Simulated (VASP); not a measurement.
# AgCl (I4/mmm) in VASP: further runs

AgCl is run at these levels: PBE; tasks: single point.

Everything below comes from runs of VASP 6.6.1. Logs are shortened: lines on timing, memory, paths and dates and some standing lists are left out, and cuts for length are marked.

## 1. The cell of the first run

The structure is tetragonal, space group I4/mmm (No. 139). The conventional cell has a = 3.922 Å, b = 3.922 Å, c = 5.491 Å, α = 90.00°, β = 90.00°, γ = 90.00°. Ag (site symmetry 4/mmm) has 6 Cl at 2.75 to 2.77 Å within 3.6 Å. Cl (site symmetry 4/mmm) has 6 Ag at 2.75 to 2.77 Å within 3.6 Å.

## 2. Single point, PBE (strain -0.0100 x Voigt [0, 1, 0, 0, 0, 0])

INCAR reads:

```
SYSTEM = AgCl
ALGO = Normal ; EDIFF = 1E-6
ENCUT = 520 ; GGA = PE
ISIF = 2 ; ISMEAR = 0
LASPH = .True. ; LCHARG = .False.
LREAL = .False. ; LWAVE = .False.
NBANDS = 16 ; NELM = 100
PREC = Accurate ; SIGMA = 0.05
```

KPOINTS reads:

```
k-points
0
Gamma
  8 8 8
  0 0 0
```

POSCAR reads:

```
AgCl
1.0
    0.0000000000      2.7454185000      2.7731500000
    2.7731500000      0.0000000000      2.7731500000
    2.7731500000      2.7454185000      0.0000000000
Ag Cl
1 1
Direct
    0.5000000000      0.5000000000      0.5000000000
    0.0000000000      0.0000000000      0.0000000000
```

Potentials or basis: VASP PAW PBE potentials, release 64 (Ag, Cl).

Started as:

```
cat potpaw_PBE.64/Ag/POTCAR potpaw_PBE.64/Cl/POTCAR > POTCAR
mpirun -np 1 vasp_std > vasp.out
```

OUTCAR:

```text
SYSTEM = AgCl
   EDIFF = 1E-6
   ENCUT = 520
   GGA = PE
   ISIF = 2
   ISMEAR = 0
   LASPH = .True.
   LREAL = .False.
   NELM = 100
   PREC = Accurate

 ion  position               nearest neighbor table
   1  0.500  0.500  0.500-   2 2.75   2 2.75   2 2.77   2 2.77   2 2.77   2 2.77
   2  0.000  0.000  0.000-   1 2.75   1 2.75   1 2.77   1 2.77   1 2.77   1 2.77

  LATTYP: Found a body centered tetragonal cell.
 ALAT       =     3.9218263405
 C/A-ratio  =     1.4000714267

  Lattice vectors:

 A1 = (   0.0000000000,  -2.7454185000,   2.7731500000)
 A2 = (   0.0000000000,  -2.7454185000,  -2.7731500000)
 A3 = (   2.7731500000,   2.7454185000,   0.0000000000)

Analysis of symmetry for initial positions (statically):
=====================================================================
 Subroutine PRICEL returns:
 Original cell was already a primitive cell.

 Routine SETGRP: Setting up the symmetry group for a
 body centered tetragonal supercell.

 Subroutine GETGRP returns: Found 16 space group operations
 (whereof 16 operations were pure point group operations)
 out of a pool of 16 trial point group operations.

The static configuration has the point symmetry D_4h.

Analysis of symmetry for dynamics (positions and initial velocities):
=====================================================================
 Subroutine PRICEL returns:
 Original cell was already a primitive cell.

 Routine SETGRP: Setting up the symmetry group for a
 body centered tetragonal supercell.

 Subroutine GETGRP returns: Found 16 space group operations
 (whereof 16 operations were pure point group operations)
 out of a pool of 16 trial point group operations.

The dynamic configuration has the point symmetry D_4h.

 Subroutine INISYM returns: Found 16 space group operations
 (whereof 16 operations are pure point group operations),
 and found     1 'primitive' translations

----------------------------------------------------------------------------------------

                                     Primitive cell

  volume of cell :      42.2265

  direct lattice vectors                    reciprocal lattice vectors
     0.000000000  2.745418500  2.773150000    -0.180300380  0.182121596  0.180300380
     2.773150000  0.000000000  2.773150000     0.180300380 -0.182121596  0.180300380
     2.773150000  2.745418500  0.000000000     0.180300380  0.182121596 -0.180300380

  length of vectors
     3.902266478  3.921826340  3.902266478     0.313344427  0.313344427  0.313344427

  position of ions in fractional coordinates (direct lattice)
     0.500000000  0.500000000  0.500000000
     0.000000000  0.000000000  0.000000000

  ion indices of the primitive-cell ions
   primitive index   ion index
                 1           1
                 2           2

----------------------------------------------------------------------------------------

 KPOINTS: k-points

Automatic generation of k-mesh.
 Grid dimensions read from file:
 generate k-points for:    8    8    8

 Generating k-lattice:

  Cartesian coordinates                     Fractional coordinates (reciprocal lattice)
    -0.022537548  0.022765200  0.022537548     0.125000000  0.000000000  0.000000000
     0.022537548 -0.022765200  0.022537548    -0.000000000  0.125000000 -0.000000000
     0.022537548  0.022765200 -0.022537548     0.000000000  0.000000000  0.125000000

  Length of vectors
     0.039168053  0.039168053  0.039168053

  Shift w.r.t. Gamma in fractional coordinates (k-lattice)
     0.000000000  0.000000000  0.000000000

 Subroutine IBZKPT returns following result:
 ===========================================

 Found     59 irreducible k-points:

 Following reciprocal coordinates:
            Coordinates               Weight
  0.000000  0.000000  0.000000      1.000000
  0.125000  0.000000  0.000000      8.000000
  0.250000  0.000000  0.000000      8.000000
  0.375000  0.000000  0.000000      8.000000
  0.500000  0.000000  0.000000      4.000000
  0.125000  0.125000  0.000000      4.000000
[... 16 lines left out ...]
  0.250000  0.000000  0.125000      8.000000
  0.375000  0.000000  0.125000      8.000000
 [... further k-points ...]
   k-points           NKPTS =     59   k-points in BZ     NKDIM =     59   number of bands    NBANDS=     16
   number of dos      NEDOS =    301   number of ions     NIONS =      2
   total plane-waves  NPLWV =  27000
   dimension x,y,z NGX =    30 NGY =   30 NGZ =   30
   dimension x,y,z NGXF=    60 NGYF=   60 NGZF=   60
   ions per type =               1   1
   NGX,Y,Z   is equivalent  to a cutoff of  12.78, 12.72, 12.78 a.u.
   NGXF,Y,Z  is equivalent  to a cutoff of  25.56, 25.43, 25.56 a.u.
 SYSTEM =  AgCl
   PREC   = accura    normal or accurate (medium, high low for compatibility)
   ISTART =      0    job   : 0-new  1-cont  2-samecut
   ICHARG =      2    charge: 1-file 2-atom 10-const
   ISPIN  =      1    spin polarized calculation?
   LNONCOLLINEAR =      F non collinear calculations
   LSORBIT =      F    spin-orbit coupling
   LASPH  =      T    aspherical Exc in radial PAW
   ENCUT  =  520.0 eV  38.22 Ry    6.18 a.u.   7.26  7.29  7.26*2*pi/ulx,y,z
   NELM   =    100;   NELMIN=  2; NELMDL= -5     # of ELM steps
   EDIFF  = 0.1E-05   stopping-criterion for ELM
   LREAL  =      F    real-space projection
   EDIFFG = 0.1E-04   stopping-criterion for IOM
   NSW    =      0    number of steps for IOM
   IBRION =     -1    ionic relax: 0-MD 1-quasi-New 2-CG
   NFREE  =      0    steps in history (QN), initial steepest desc. (CG)
   ISIF   =      2    stress and relaxation
   ISYM   =      2    0-nonsym 1-usesym 2-fastsym
   POTIM  = 0.5000    time-step for ionic-motion
   TEBEG  =    0.0;   TEEND  =   0.0 temperature during run
   PSTRESS=    0.0 pullay stress
   NELECT =      18.0000    total number of electrons
   NUPDOWN=      -1.0000    fix difference up-down
   EMIN   =  10.00;   EMAX   =-10.00  energy-range for DOS
   EFERMI =   0.00;   METHOD = LEGACY
   ISMEAR =     0;   SIGMA  =   0.05  broadening in eV -4-tet -1-fermi 0-gaus
   EFERMI_NEDOS =   21; number of points for ismear=-14 and -15
   IALGO  =     38    algorithm
   IMIX   =      4    mixing-type and parameters
     AMIX     =   0.40;   BMIX     =  1.00
     AMIX_MAG =   1.60;   BMIX_MAG =  1.00
  volume/ion in A,a.u.               =      21.11       142.48
  Fermi-wavevector in a.u.,A,eV,Ry     =   1.232075  2.328285 20.653773  1.518009
  Thomas-Fermi vector in A             =   2.366860
   LORBIT       =      0    0 simple, 1 ext, 2 COOP (PROOUT), +10 PAW based schemes
   GGA     = PE    functional components
   LHFCALC =     F    Hartree Fock is set to
   AEXX    =    0.0000 exact exchange contribution
   IVDW    =     0    specifies the selected vdW correction
   LEPSILON=     F    determine dielectric tensor
   LRPA    =     F    only Hartree local field effects (RPA)
 non-spin polarized calculation
 Gauss-broadening in eV      SIGMA  =   0.05
  energy-cutoff  :      520.00
  volume of cell :       42.23
 maximum number of plane-waves:      1162
 NGX is ok and might be reduce to    30
   NGX = 15   NGY = 15   NGZ = 15

 number of electron      18.0000006 magnetization

 Free energy of the ion-electron system (eV)
  ---------------------------------------------------
  ext. energy  EPLUGINS =         0.00000000
  ---------------------------------------------------
  free energy    TOTEN  =        -5.38936550 eV

  energy without entropy =       -5.38936550  energy(sigma->0) =       -5.38936550

 E-fermi :   4.2003     XC(G=0): -10.0180

 val. band max:        3.9773429673   @ k =   0.5000   0.0000   0.0000
 cond. band min:       4.8529675802   @ k =   0.0000   0.0000   0.0000
 fundamental gap:      0.8756246129
 Fermi energy:         4.2002908418

 k-point     1 :       0.0000    0.0000    0.0000
  band No.  band energies     occupation
      1     -11.2712      2.00000
      2       1.4569      2.00000
      3       1.4569      2.00000
      4       1.4817      2.00000
      5       1.5051      2.00000
      6       1.5081      2.00000
[... 8 lines left out ...]
     15      17.2428      0.00000
     16      17.2428      0.00000

 k-point     2 :       0.1250    0.0000    0.0000
  band No.  band energies     occupation
      1     -11.2096      2.00000
      2       0.7374      2.00000
      3       0.7952      2.00000
      4       0.8130      2.00000
      5       1.5153      2.00000
      6       1.5267      2.00000
[... 8 lines left out ...]
     15      16.0404      0.00000
     16      16.7233      0.00000

 k-point     3 :       0.2500    0.0000    0.0000
  band No.  band energies     occupation
      1     -11.0546      2.00000
      2      -0.3019      2.00000
      3       0.2068      2.00000
      4       0.2345      2.00000
      5       1.6473      2.00000
      6       1.6524      2.00000
[... 8 lines left out ...]
     15      16.2341      0.00000
     16      16.5955      0.00000

 k-point     4 :       0.3750    0.0000    0.0000
  band No.  band energies     occupation
      1     -10.8894      2.00000
      2      -1.0894      2.00000
      3      -0.1654      2.00000
      4      -0.1342      2.00000
      5       1.7830      2.00000
      6       1.7851      2.00000
[... 8 lines left out ...]
     15      17.0787      0.00000
     16      17.1104      0.00000

 k-point     5 :       0.5000    0.0000    0.0000
  band No.  band energies     occupation
      1     -10.8176      2.00000
      2      -1.3790      2.00000
      3      -0.2929      2.00000
      4      -0.2606      2.00000
      5       1.8386      2.00000
      6       1.8440      2.00000
[... 8 lines left out ...]
     15      17.6329      0.00000
     16      17.7032      0.00000

 k-point     6 :       0.1250    0.1250    0.0000
  band No.  band energies     occupation
      1     -11.1926      2.00000
      2       0.2694      2.00000
      3       1.0827      2.00000
      4       1.1156      2.00000
      5       1.4079      2.00000
      6       1.5332      2.00000
[... 8 lines left out ...]
     15      17.9645      0.00000
     16      17.9684      0.00000

 k-point     7 :       0.2500    0.1250    0.0000
  band No.  band energies     occupation
      1     -11.0752      2.00000
      2      -0.3061      2.00000
      3       0.5255      2.00000
      4       0.6075      2.00000
      5       1.4815      2.00000
      6       1.6696      2.00000
[... 8 lines left out ...]
     15      17.4259      0.00000
     16      18.0039      0.00000

 k-point     8 :       0.3750    0.1250    0.0000
  band No.  band energies     occupation
      1     -10.9189      2.00000
      2      -0.8444      2.00000
      3      -0.0573      2.00000
      4       0.1048      2.00000
      5       1.6335      2.00000
      6       1.8079      2.00000
[... 8 lines left out ...]
     15      17.7486      0.00000
     16      17.9257      0.00000

 k-point     9 :       0.5000    0.1250    0.0000
  band No.  band energies     occupation
      1     -10.8163      2.00000
      2      -1.1975      2.00000
      3      -0.2621      2.00000
      4      -0.1889      2.00000
      5       1.7802      2.00000
      6       1.8550      2.00000
[... 8 lines left out ...]
     15      17.8109      0.00000
     16      18.6055      0.00000
[... 172 lines left out ...]
 k-point    19 :       0.5000    0.3750    0.0000
  band No.  band energies     occupation
      1     -10.8078      2.00000
      2      -0.4989      2.00000
      3       0.3359      2.00000
      4       0.5063      2.00000
      5       1.3726      2.00000
      6       1.9193      2.00000
[... 8 lines left out ...]
     15      18.8193      0.00000
     16      19.3850      0.00000

 k-point    20 :      -0.3750    0.3750    0.0000
  band No.  band energies     occupation
      1     -10.7782      2.00000
      2      -0.3501      2.00000
      3      -0.2973      2.00000
      4       0.0956      2.00000
      5       1.6008      2.00000
      6       1.9034      2.00000
[... 8 lines left out ...]
     15      17.6654      0.00000
     16      19.8824      0.00000

 k-point    21 :       0.5000    0.5000    0.0000
  band No.  band energies     occupation
      1     -10.8055      2.00000
      2      -0.4471      2.00000
      3       0.8085      2.00000
      4       0.8700      2.00000
      5       1.1274      2.00000
      6       1.6951      2.00000
[... 8 lines left out ...]
     15      19.0666      0.00000
     16      19.1658      0.00000

 k-point    22 :       0.1250    0.0000    0.1250
  band No.  band energies     occupation
      1     -11.1890      2.00000
      2       0.2141      2.00000
      3       1.0780      2.00000
      4       1.0780      2.00000
      5       1.4308      2.00000
      6       1.5372      2.00000
[... 8 lines left out ...]
     15      17.8462      0.00000
     16      18.0273      0.00000

 k-point    23 :       0.2500    0.0000    0.1250
  band No.  band energies     occupation
      1     -11.0695      2.00000
      2      -0.3702      2.00000
      3       0.5259      2.00000
      4       0.6009      2.00000
      5       1.4915      2.00000
      6       1.6683      2.00000
[... 8 lines left out ...]
     15      17.3998      0.00000
     16      18.0181      0.00000

 k-point    24 :       0.3750    0.0000    0.1250
  band No.  band energies     occupation
      1     -10.9138      2.00000
      2      -0.8894      2.00000
      3      -0.0582      2.00000
      4       0.1147      2.00000
      5       1.6357      2.00000
      6       1.8107      2.00000
[... 8 lines left out ...]
     15      17.7816      0.00000
     16      17.9668      0.00000

 [... further k-points ...]

------------------------ aborting loop because EDIFF is reached ----------------------------------------

  FORCE on cell =-STRESS in cart. coord.  units (eV):
  Direction    XX          YY          ZZ          XY          YZ          ZX
  --------------------------------------------------------------------------------------
  -------------------------------------------------------------------------------------
  Total        0.5007730      0.5736749      0.5007730      0.0000000      0.0000000      0.0000000
  in kB       19.0005504     21.7666290     19.0005504      0.0000000      0.0000000      0.0000000
  external PRESSURE =      19.9225766 kB  Pullay stress =       0.0000000 kB

 VOLUME and BASIS-vectors are now :
 -----------------------------------------------------------------------------
  energy-cutoff  :      520.00
  volume of cell :       42.23
      direct lattice vectors                 reciprocal lattice vectors
     0.000000000  2.745418500  2.773150000    -0.180300380  0.182121596  0.180300380
     2.773150000  0.000000000  2.773150000     0.180300380 -0.182121596  0.180300380
     2.773150000  2.745418500  0.000000000     0.180300380  0.182121596 -0.180300380

 POSITION                                       TOTAL-FORCE (eV/Angst)
 -----------------------------------------------------------------------------------
      2.77315      2.74542      2.77315         0.000000     -0.000000      0.000000
      0.00000      0.00000      0.00000         0.000000      0.000000      0.000000
 -----------------------------------------------------------------------------------
    total drift:                                0.000000      0.000000      0.000000

  FREE ENERGIE OF THE ION-ELECTRON SYSTEM (eV)
  ---------------------------------------------------
  free  energy   TOTEN  =        -5.3893655006 eV

  energy  without entropy=       -5.3893655006  energy(sigma->0) =       -5.38936550
```

Run time: 20 s. Hardware: 1 thread of Intel Xeon Platinum 8488C (Sapphire Rapids), shared host; peak memory 0.19 GiB.

Results:

```
Free energy            : -5.3894 eV
Pressure               : 2.0 GPa
Band gap on the k mesh : 0.88 eV (least direct gap 3.21 eV)
```

Stress tensor (GPa, compression positive):
```
1.90 0.00 0.00
0.00 2.18 0.00
0.00 0.00 1.90
```

Levels at points of the mesh, in eV from the valence-band top:
| k point | band 5 | band 6 | band 7 | band 8 | band 9 | band 10 | band 11 | band 12 | band 13 | band 14 |
| --- | --- | --- | --- | --- | --- | --- | --- | --- | --- | --- |
| (0.00, 0.00, 0.00) | -2.47 | -2.47 | -2.42 | -2.38 | -2.38 | 0.88 | 10.81 | 10.81 | 10.84 | 12.34 |
| (0.50, 0.00, 0.00) | -2.14 | -2.13 | -1.82 | -0.06 | 0.00 | 4.18 | 6.56 | 7.57 | 7.67 | 13.59 |
| (0.50, 0.50, 0.00) | -2.85 | -2.28 | -2.02 | -2.01 | -1.92 | 2.34 | 8.00 | 8.60 | 11.48 | 11.64 |
| (0.50, 0.00, 0.50) | -2.84 | -2.27 | -2.01 | -2.01 | -1.92 | 2.33 | 7.94 | 8.70 | 11.48 | 11.48 |

Caveat: the cell differs from its parent crystal (strain -0.0100 x Voigt [0, 1, 0, 0, 0, 0]). A k mesh can miss the band edges.

(Part 1 of 2 ends here.)
